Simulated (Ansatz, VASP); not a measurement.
**ZnS: VASP beside Ansatz**

```
Zn S
1.0
     3.84829    0.00000    0.00000
    -1.92414    3.33271    0.00000
     0.00000    0.00000   31.44903
Zn S
10 10
Cartesian
  0.0000 0.0000 18.8665
  1.9241 1.1109 6.2932
  1.9241 1.1109 25.1571
  0.0000 2.2218 22.0095
  0.0000 0.0000 9.4365
  0.0000 0.0000 0.0027
  0.0000 2.2218 28.3048
  1.9241 1.1109 15.7231
  0.0000 2.2218 3.1506
  0.0000 2.2218 12.5798
  0.0000 0.0000 2.3640
  0.0000 0.0000 21.2238
  0.0000 2.2218 30.6616
  0.0000 2.2218 14.9372
  1.9241 1.1109 18.0805
  0.0000 2.2218 24.3669
  1.9241 1.1109 8.6506
  0.0000 2.2218 5.5073
  0.0000 0.0000 11.7939
  1.9241 1.1109 27.5185
```

Alike in both runs: task single point; functional PBE; k mesh 12 × 12 × 1; occupations gaussian, width 0.02 eV; no spin polarisation.

|  | VASP | Ansatz |
| --- | --- | --- |
| version | VASP 6.6.1 | Ansatz 0.2.0 |
| potentials or method | VASP PAW PBE potentials, release 64 (Zn, S), cutoff 520 eV | scalar-relativistic, plane waves, PAW |
| valence electrons in the cell | 180 | 180 |

|  | VASP | Ansatz | Ansatz less VASP |
| --- | --- | --- | --- |
| gap on the k mesh at the Fermi level (eV) | 2.03 | 2.03 | -0.002 |
| least direct gap on the mesh (eV) | 2.03 | 2.03 | -0.002 |

The functional is the same, so the differences come from potentials, cutoffs and numerics.
